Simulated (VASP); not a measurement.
Runs of VASP 6.6.1 on Cu. The structure is that of space group P6/mmm (No. 191), or close to it. The cells are those of the table. 

| task | potentials or basis | cell | cutoff (eV) | k mesh for the DOS | occupations for the DOS | second run | gap on the mesh (eV) | pressure (GPa) |
| --- | --- | --- | --- | --- | --- | --- | --- | --- |
| single point | VASP PAW PBE potentials, release 64 (Cu) | a = 2.112, b = 2.112, c = 2.021 Å, angles 90.0, 90.0, 120.0°, 1 atom | 520 | - | - | - | none | 213.8 |
| single point | VASP PAW PBE potentials, release 64 (Cu_sv_GW) | a = 2.425, b = 2.425, c = 2.350 Å, angles 90.0, 90.0, 120.0°, 1 atom | 700 | - | - | valence_matched | none | (a) |
| single point | VASP PAW PBE potentials, release 64 (Cu) | a = 2.425, b = 2.425, c = 2.350 Å, angles 90.0, 90.0, 120.0°, 1 atom | 520 | - | - | - | none | 12.4 |
| single point | VASP PAW PBE potentials, release 64 (Cu) | a = 2.016, b = 2.016, c = 1.923 Å, angles 90.0, 90.0, 120.0°, 1 atom | 520 | - | - | - | none | 387.9 |
| single point | VASP PAW PBE potentials, release 64 (Cu) | a = 2.490, b = 2.490, c = 2.424 Å, angles 90.0, 90.0, 120.0°, 1 atom | 520 | - | - | - | none | (b) |

Alike in all rows: level PBE; no spin polarisation; k mesh 17 × 17 × 16; smearing fermi-dirac 0.05 eV.

Question: Estimate the missing entries.

Answer: (a) 6.7; (b) 0.5.

A gap of «none» marks levels without a gap at the run's occupations.

The runs don't all hold the same shells in valence.
